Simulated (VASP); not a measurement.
Set up this calculation in VASP 6.6.1, as the native input.

| Item | Value |
| --- | --- |
| Task | single point |
| Functional | PBE |
| Potentials or basis | VASP PAW PBE potentials, release 64 (Zr_sv, Br, F) |
| Cutoff | 520 eV |
| k mesh | 4 × 4 × 4 |
| Occupations | gaussian, width 0.1 eV |
| Spin | no spin polarisation |
| Dipole correction | no |
| Further INCAR settings | ALGO = Normal; EDIFF = 1e-06; NBANDS = 20 |

The structure of ZrBrF lies in POSCAR:

```
ZrBrF
1.0
    3.8076942700      0.0000000000      0.0000000000
    0.0000000000      3.8442891300      0.0000000000
    0.0000000000      0.0000000000      3.9627642000
Zr Br F
1 1 1
Direct
    0.0000000000      0.0000000000      0.0000000000
    0.5000000000      0.5000000000      0.0000000000
    0.5000000000      0.5000000000      0.5000000000
```

One way to write it, as run:

INCAR

```
SYSTEM = ZrBrF
  ALGO = Normal
  EDIFF = 1E-6
  ENCUT = 520
  GGA = PE
  ISIF = 2
  ISMEAR = 0
  LASPH = .True.
  LCHARG = .True.
  LELF = .True.
  LREAL = .False.
  LVHAR = .True.
  LWAVE = .False.
  NBANDS = 20
  NELM = 80
  PREC = Accurate
  SIGMA = 0.1
```

KPOINTS

```
k-points
0
Gamma
  4 4 4
  0 0 0
```

Potentials or basis: VASP PAW PBE potentials, release 64 (Zr_sv, Br, F).

The run is started by

```console
$ cat potpaw_PBE.64/Zr_sv/POTCAR potpaw_PBE.64/Br/POTCAR potpaw_PBE.64/F/POTCAR > POTCAR
$ mpirun -np 1 vasp_std > vasp.out
```

It gave:

| Property | Result |
| --- | --- |
| Pressure | 16.0 GPa |
| Band gap on the k mesh | zero (band 13 reaches 7.60 eV, above the bottom of band 14 at 6.62 eV) |

Caveat: the k points lie up to 0.41 Å⁻¹ apart.

It took 11 s on 1 thread of Intel(R) Xeon(R) 6975P-C (Granite Rapids), with other jobs on the host, peak memory 0.18 GiB.
